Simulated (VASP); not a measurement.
InSb: single point with PBE

The system is InSb.

```
In Sb
1.0
     0.00000    3.33079    3.33079
     3.33079    0.00000    3.33079
     3.33079    3.33079    0.00000
In Sb
1 1
Direct
  0.00000 0.00000 0.00000
  0.25000 0.25000 0.25000
```

```yaml
Program: VASP 6.6.1
Task: single point
Functional: PBE
Potentials_or_basis: VASP PAW PBE potentials, release 64 (In_d, Sb)
Cutoff: 500 eV
k_mesh: 4 × 4 × 4
Occupations: gaussian, width 0.05 eV
Spin: no spin polarisation
Dipole_correction: no
Further_INCAR_settings: ALGO = Normal; EDIFF = 1e-06; NBANDS = 16
```

```
Pressure               : 0.0 GPa
Band gap on the k mesh : zero (filled and empty bands touch)
```

Levels at points of the mesh, in eV from the Fermi level:
```csv
k point,band 6,band 7,band 8,band 9,band 10,band 11,band 12,band 13
"(0.00, 0.00, 0.00)",-10.23,-0.68,-0.02,-0.02,-0.02,2.93,2.93,2.93
"(0.50, 0.00, 0.00)",-9.06,-5.28,-0.91,-0.91,0.37,3.76,3.76,6.10
"(0.50, 0.50, 0.00)",-8.55,-5.61,-2.02,-2.02,1.34,1.45,7.63,7.63
```

Wall time 11 s on 1 thread of Intel(R) Xeon(R) Platinum 8259CL CPU @ 2.50GHz (Skylake/Cascade Lake) (shared host), peak memory 0.2 GiB.

Caveat: the k points lie up to 0.41 Å⁻¹ apart; spin-orbit coupling is left out, which moves the levels of the heavy elements.
